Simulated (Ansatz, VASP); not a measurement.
**One calculation of Cu, two programs**

File INCAR:

```
ALGO = Normal ; EDIFF = 1E-6
ENCUT = 600 ; GGA_COMPAT = F
ISIF = 2 ; ISMEAR = -4
LASPH = T ; LCHARG = F
LREAL = F ; LWAVE = F
NBANDS = 18 ; NELM = 120
PREC = Accurate ; SIGMA = 0.1
```

KPOINTS

```
k-points
0
Gamma
  6 6 4
```

File POSCAR:

```
Cu
1.0
    2.5340966698      0.0000000000      0.0000000000
   -1.2670483349      2.1945920917      0.0000000000
    0.0000000000      0.0000000000      4.1125710000
Cu
2
Direct
    0.3333333333      0.6666666667      0.2500000000
    0.6666666667      0.3333333333      0.7500000000
```

Input for Ansatz:

```yaml
crystal:
  lattice:
    - [2.5340966698, 0.0, 0.0]
    - [-1.2670483349, 2.1945920917, 0.0]
    - [0.0, 0.0, 4.112571]
  atoms:
    - { symbol: Cu, position: [0.3333333333, 0.6666666667, 0.25] }
    - { symbol: Cu, position: [0.6666666667, 0.3333333333, 0.75] }
basis:
  ecutwfc: 420
kpoints:
  mp_grid: { grid: [6, 6, 4] }
hamiltonian:
  xc: lda
scf:
  occupations: { method: tetrahedron_uncorrected }
  lower_state_search: "off"
output:
  forces: true
  stress: true
  eigenvalues: true
```

Alike in both runs: task single point; functional LDA; k mesh 6 × 6 × 4; no spin polarisation.

|  | VASP | Ansatz |
| --- | --- | --- |
| version | VASP 6.6.1 | Ansatz 0.2.0 |
| potentials or method | VASP PAW LDA potentials, release 64 (Cu), cutoff 600 eV | scalar-relativistic, plane waves, PAW |
| occupations | tetrahedron | tetrahedron-uncorrected |
| valence electrons in the cell | 22 | 38 |

VASP gave:

* gap on the k mesh at the Fermi level (eV): none
* pressure (GPa): -5.9
* traceless stress, the component that is largest in VASP (GPa): -1.16

Problem. Which values does Ansatz return?

Solution. gap on the k mesh at the Fermi level (eV): none; pressure (GPa): -6.7; traceless stress, the component that is largest in VASP (GPa): -1.31.

LDA's correlation is that of Perdew and Zunger in VASP and of Perdew and Wang (1992) in Ansatz. A gap of «none» marks a metal or a gap that the smearing closes. VASP's potentials hold 22 valence electrons a cell and Ansatz's 38, so a difference there can come from the potentials and not from the codes. Ansatz's warnings: band table not solved further.

The k mesh is coarse, so the values compare programs but aren't converged.
